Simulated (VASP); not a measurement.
# GaAs (P4/mmm) in VASP: notebook

The runs below take GaAs through single point, with PBE-based screened hybrid with 25 % exact exchange, PBEsol-based screened hybrid with 25 % exact exchange, B3LYP, PBEsol-based global hybrid with 25 % exact exchange.

Everything below comes from runs of VASP 6.6.1. Logs are shortened: lines on timing, memory, paths and dates and some standing lists are left out, and cuts for length are marked.

### Step 1. The cell of the first run

It takes space group P4/mmm (No. 123, tetragonal). The conventional cell has a = 3.810 Å, b = 3.810 Å, c = 2.739 Å, α = 90.00°, β = 90.00°, γ = 90.00°. Ga (site symmetry 4/mmm) has 4 As at 2.69 Å and 2 Ga at 2.74 Å within 3.6 Å. As (site symmetry 4/mmm) has 4 Ga at 2.69 Å and 2 As at 2.74 Å within 3.6 Å.

### Step 2. Single point, PBE-based screened hybrid with 25 % exact exchange

POSCAR

```
GaAs
1.0
    3.8101400000      0.0000000000      0.0000000000
    0.0000000000      3.8101400000      0.0000000000
    0.0000000000      0.0000000000      2.7389100000
Ga As
1 1
Direct
    0.5000000000      0.5000000000      0.5000000000
    0.0000000000      0.0000000000      0.5000000000
```

INCAR.step1

```
  PREC = Accurate
  ENCUT = 520
  EDIFF = 1E-5
  ISMEAR = -1
  SIGMA = 0.05
  LREAL = F
  LASPH = T
  NELM = 80
  ALGO = Normal
  ISIF = 2
  LWAVE = T
  GGA = PE
  NBANDS = 16
```

INCAR.step2

```
  PREC = Accurate
  ENCUT = 520
  EDIFF = 1E-6
  ISMEAR = -1
  SIGMA = 0.05
  LREAL = F
  LASPH = T
  NELM = 80
  ALGO = Normal
  ISIF = 2
  LWAVE = F
  LCHARG = T
  GGA = PE
  LHFCALC = T
  AEXX = 0.25
  HFSCREEN = 0.3
  PRECFOCK = Normal
  LELF = T
  LVHAR = T
  ISTART = 1
  NBANDS = 16
```

KPOINTS

```
regular mesh
0
Gamma
  4 4 5
```

Potentials or basis: VASP PAW PBE potentials, release 64 (Ga_d, As).

Started as:

```
> cat potpaw_PBE.64/Ga_d/POTCAR potpaw_PBE.64/As/POTCAR > POTCAR
> cp INCAR.step1 INCAR
> mpirun -np 1 vasp_std > vasp.out
> cp INCAR.step2 INCAR
> mpirun -np 1 vasp_std > vasp.out
```

OUTCAR:

```text
PREC = Accurate
   ENCUT = 520
   EDIFF = 1E-6
   ISMEAR = -1
   LREAL = F
   LASPH = T
   NELM = 80
   ISIF = 2
   GGA = PE
   LHFCALC = T
   AEXX = 0.25
   HFSCREEN = 0.3
   PRECFOCK = Normal
   ISTART = 1

 ion  position               nearest neighbor table
   1  0.500  0.500  0.500-   2 2.69   2 2.69   2 2.69   2 2.69
   2  0.000  0.000  0.500-   1 2.69   1 2.69   1 2.69   1 2.69

  LATTYP: Found a simple tetragonal cell.
 ALAT       =     3.8101400000
 C/A-ratio  =     0.7188476014

  Lattice vectors:

 A1 = (   3.8101400000,   0.0000000000,   0.0000000000)
 A2 = (   0.0000000000,   3.8101400000,   0.0000000000)
 A3 = (   0.0000000000,   0.0000000000,   2.7389100000)

Analysis of symmetry for initial positions (statically):
=====================================================================
 Subroutine PRICEL returns:
 Original cell was already a primitive cell.

 Routine SETGRP: Setting up the symmetry group for a
 simple tetragonal supercell.

 Subroutine GETGRP returns: Found 16 space group operations
 (whereof 16 operations were pure point group operations)
 out of a pool of 16 trial point group operations.

The static configuration has the point symmetry D_4h.

Analysis of symmetry for dynamics (positions and initial velocities):
=====================================================================
 Subroutine PRICEL returns:
 Original cell was already a primitive cell.

 Routine SETGRP: Setting up the symmetry group for a
 simple tetragonal supercell.

 Subroutine GETGRP returns: Found 16 space group operations
 (whereof 16 operations were pure point group operations)
 out of a pool of 16 trial point group operations.

The dynamic configuration has the point symmetry D_4h.

 Subroutine INISYM returns: Found 16 space group operations
 (whereof 16 operations are pure point group operations),
 and found     1 'primitive' translations

----------------------------------------------------------------------------------------

                                     Primitive cell

  volume of cell :      39.7612

  direct lattice vectors                    reciprocal lattice vectors
     3.810140000  0.000000000  0.000000000     0.262457547  0.000000000  0.000000000
     0.000000000  3.810140000  0.000000000     0.000000000  0.262457547  0.000000000
[... 82 lines left out ...]
   IBRION =     -1    ionic relax: 0-MD 1-quasi-New 2-CG
   NFREE  =      0    steps in history (QN), initial steepest desc. (CG)
   ISIF   =      2    stress and relaxation
   ISYM   =      3    0-nonsym 1-usesym 2-fastsym
   POTIM  = 0.5000    time-step for ionic-motion
   TEBEG  =    0.0;   TEEND  =   0.0 temperature during run
   PSTRESS=    0.0 pullay stress
   NELECT =      18.0000    total number of electrons
   NUPDOWN=      -1.0000    fix difference up-down
   EMIN   =  10.00;   EMAX   =-10.00  energy-range for DOS
   EFERMI =   0.00;   METHOD = LEGACY
   ISMEAR =    -1;   SIGMA  =   0.05  broadening in eV -4-tet -1-fermi 0-gaus
   EFERMI_NEDOS =   21; number of points for ismear=-14 and -15
   IALGO  =     38    algorithm
   IMIX   =      1    mixing-type and parameters
     AMIX     =   0.40;   BMIX     =  1.00
     AMIX_MAG =   1.60;   BMIX_MAG =  1.00
  volume/ion in A,a.u.               =      19.88       134.16
  Fermi-wavevector in a.u.,A,eV,Ry     =   1.257030  2.375443 21.498912  1.580125
  Thomas-Fermi vector in A             =   2.390709
   LORBIT       =      0    0 simple, 1 ext, 2 COOP (PROOUT), +10 PAW based schemes
   GGA     = PE    functional components
   LHFCALC =     T    Hartree Fock is set to
   PRECFOCK=normal    Normal, Fast or Accurate (Low or Medium for compatibility)
   ENCUT4O =  -1.0   cutoff for four orbital integrals eV
   NKREDX  =     1    reduce k-point grid by
   NKREDY  =     1    reduce k-point grid by
   NKREDZ  =     1    reduce k-point grid by
   AEXX    =    0.2500 exact exchange contribution
   HFSCREEN=    0.3000 screening length (either q_TF or 0.3 A-1)
   HFSCREENC=   0.3000 screening length for correlation (either q_TF or 0.3 A-1)
   ENCUTFOCK=  -1.0 apply spherical cutoff to Coloumb kernel
   IVDW    =     0    specifies the selected vdW correction
   LEPSILON=     F    determine dielectric tensor
   LRPA    =     F    only Hartree local field effects (RPA)
 non-spin polarized calculation
  energy-cutoff  :      520.00
  volume of cell :       39.76
 maximum number of plane-waves:      1092
  NGX = 24; NGY = 24; NGZ = 16

 number of electron      18.0000026 magnetization

 Free energy of the ion-electron system (eV)
  ---------------------------------------------------
  ext. energy  EPLUGINS =         0.00000000
  ---------------------------------------------------
  free energy    TOTEN  =        -8.32502933 eV

  energy without entropy =       -8.31773144  energy(sigma->0) =       -8.32138039

 E-fermi :   5.4680     XC(G=0):  -8.8580

 val. band max:        5.1752227570   @ k =   0.2500   0.0000   0.4000
 cond. band min:       5.5017839150   @ k =   0.0000   0.0000   0.2000
 fundamental gap:      0.3265611580
 Fermi energy:         5.4680230848

 k-point     1 :       0.0000    0.0000    0.0000
  band No.  band energies     occupation
      1     -12.4859      2.00000
      2     -12.2409      2.00000
      3     -12.2323      2.00000
      4     -12.1258      2.00000
      5     -12.1258      2.00000
      6      -9.6226      2.00000
[... 319 lines left out ...]
      3     -12.2883      2.00000
      4     -12.1616      2.00000
      5     -12.0920      2.00000
      6      -4.5092      2.00000
[... 8 lines left out ...]
     15      18.2301      0.00000
     16      23.3005      0.00000

------------------------ aborting loop because EDIFF is reached ----------------------------------------

  FORCE on cell =-STRESS in cart. coord.  units (eV):
  Direction    XX          YY          ZZ          XY          YZ          ZX
  --------------------------------------------------------------------------------------
  -------------------------------------------------------------------------------------
  Total        1.3236220      1.3236220     -2.9194240      0.0000000      0.0000000      0.0000000
  in kB       53.3353230     53.3353230   -117.6381326      0.0000000      0.0000000      0.0000000
  external PRESSURE =      -3.6558289 kB  Pullay stress =       0.0000000 kB

 VOLUME and BASIS-vectors are now :
 -----------------------------------------------------------------------------
  energy-cutoff  :      520.00
  volume of cell :       39.76
      direct lattice vectors                 reciprocal lattice vectors
     3.810140000  0.000000000  0.000000000     0.262457547  0.000000000  0.000000000
     0.000000000  3.810140000  0.000000000     0.000000000  0.262457547  0.000000000
     0.000000000  0.000000000  2.738910000     0.000000000  0.000000000  0.365108748

 POSITION                                       TOTAL-FORCE (eV/Angst)
 -----------------------------------------------------------------------------------
      1.90507      1.90507      1.36946         0.000000      0.000000      0.000000
      0.00000      0.00000      1.36946         0.000000      0.000000      0.000000
 -----------------------------------------------------------------------------------
    total drift:                                0.000078     -0.000041      0.000115

  FREE ENERGIE OF THE ION-ELECTRON SYSTEM (eV)
  ---------------------------------------------------
  free  energy   TOTEN  =        -8.3250293340 eV

  energy  without entropy=       -8.3177314383  energy(sigma->0) =       -8.32138039
```

OUTCAR.step1:

```text
PREC = Accurate
   ENCUT = 520
   EDIFF = 1E-5
   ISMEAR = -1
   LREAL = F
[... 555 lines left out ...]
      1.90507      1.90507      1.36946         0.000000      0.000000      0.000000
      0.00000      0.00000      1.36946         0.000000      0.000000      0.000000
 -----------------------------------------------------------------------------------
    total drift:                                0.000000      0.000000      0.000000

  FREE ENERGIE OF THE ION-ELECTRON SYSTEM (eV)
  ---------------------------------------------------
  free  energy   TOTEN  =        -7.2748812475 eV

  energy  without entropy=       -7.2652193457  energy(sigma->0) =       -7.27005030
```

OSZICAR.step1:

```text
N       E                     dE             d eps       ncg     rms          rms(c)
DAV:   1     0.801400275540E+02    0.80140E+02   -0.87449E+03   584   0.166E+03
DAV:   2    -0.110513800610E+01   -0.81245E+02   -0.77707E+02   632   0.314E+02
DAV:   3    -0.724497851214E+01   -0.61398E+01   -0.61071E+01   720   0.637E+01
DAV:   4    -0.732188919148E+01   -0.76911E-01   -0.76903E-01   656   0.779E+00
DAV:   5    -0.732286679285E+01   -0.97760E-03   -0.97759E-03   752   0.845E-01    0.229E+00
DAV:   6    -0.728219609879E+01    0.40671E-01   -0.57542E-02   736   0.434E+00    0.131E+00
DAV:   7    -0.727453379414E+01    0.76623E-02   -0.25624E-02   752   0.143E+00    0.283E-01
DAV:   8    -0.727478802637E+01   -0.25423E-03   -0.28630E-03   784   0.662E-01    0.627E-02
DAV:   9    -0.727487501447E+01   -0.86988E-04   -0.22275E-04   728   0.141E-01    0.246E-02
DAV:  10    -0.727488124746E+01   -0.62330E-05   -0.26517E-05   712   0.453E-02
   1 F= -.72748812E+01 E0= -.72700503E+01  d E =-.966190E-02
```

Run time: 26 min. Hardware: 1 thread of Intel Xeon Platinum 8259CL at 2.50GHz (Skylake/Cascade Lake), shared host; peak memory 0.26 GiB.

Results:

```
Free energy            : -8.3250 eV
Pressure               : -0.4 GPa
Band gap on the k mesh : zero (bands 9 and 10 overlap by 5.04 eV)
```

Stress tensor (GPa, compression positive):
```
  5.33   0.00   0.00
  0.00   5.33   0.00
  0.00   0.00 -11.76
```

Caveat: the k points lie up to 0.46 Å⁻¹ apart, too coarse for converged energies and pressures of a metal; the PAW data sets were made with another functional, which shifts forces and pressure a little.

(Continued in part 2 of 2.)

The gap in the log of VASP goes by the Fermi energy; the results here count the filled bands.